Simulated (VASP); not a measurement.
A run of VASP 6.6.1 is set up as follows.

Contents of POSCAR:

```
TiH2
1.0
    3.5690007866      0.0000000000      0.0000000000
    0.0000000000      3.5690007866      0.0000000000
    0.0000000000      0.0000000000      3.5690007866
Ti H
2 4
Direct
    0.0000000000      0.0000000000      0.0000000000
    0.5000000000      0.5000000000      0.5000000000
    0.2500000000      0.2500000000      0.2500000000
    0.2500000000      0.7500000000      0.7500000000
    0.7500000000      0.7500000000      0.2500000000
    0.7500000000      0.2500000000      0.7500000000
```

The input INCAR.step1:

```
PREC     = Accurate       # precision mode
ENCUT    = 520            # plane-wave cutoff, eV
ISMEAR   = 0              # smearing method
SIGMA    = 0.1            # smearing width, eV
LREAL    = False          # projectors in reciprocal space
LASPH    = True           # aspherical terms in the spheres
NELM     = 60             # most SCF steps
NBANDS   = 23             # bands
GGA      = PE             # functional
ALGO     = Normal         # electronic algorithm
EDIFF    = 1E-4           # SCF threshold, eV
LWAVE    = True           # write WAVECAR
LCHARG   = False          # write CHGCAR
```

INCAR.step2

```
PREC     = Accurate       # precision mode
ENCUT    = 520            # plane-wave cutoff, eV
EDIFF    = 1E-7           # SCF threshold, eV
ISMEAR   = 0              # smearing method
SIGMA    = 0.1            # smearing width, eV
LREAL    = False          # projectors in reciprocal space
LASPH    = True           # aspherical terms in the spheres
NELM     = 60             # most SCF steps
ALGO     = Normal         # electronic algorithm
ISIF     = 2              # what is computed and relaxed
LWAVE    = False          # write WAVECAR
LCHARG   = False          # write CHGCAR
METAGGA  = R2SCAN         # meta-GGA
LMIXTAU  = True         
NBANDS   = 23             # bands
ISTART   = 1
```

Contents of KPOINTS:

```
regular mesh
0
Gamma
  6 6 6
```

Potentials or basis: VASP PAW PBE potentials, release 64 (Ti_sv, H).

The run is started by

```sh
$ cat potpaw_PBE.64/Ti_sv/POTCAR potpaw_PBE.64/H/POTCAR > POTCAR
$ cp INCAR.step1 INCAR
$ mpirun -np 1 vasp_std > vasp.out
$ cp INCAR.step2 INCAR
$ mpirun -np 1 vasp_std > vasp.out
```

Q: Predict the pressure.

A: 32.1 GPa.

Q: Estimate the band gap on the k mesh.

A: Zero (band 14 reaches 6.57 eV, above the bottom of band 15 at 5.51 eV).

Caveat: the PAW data sets were made with another functional, which shifts forces and pressure a little.
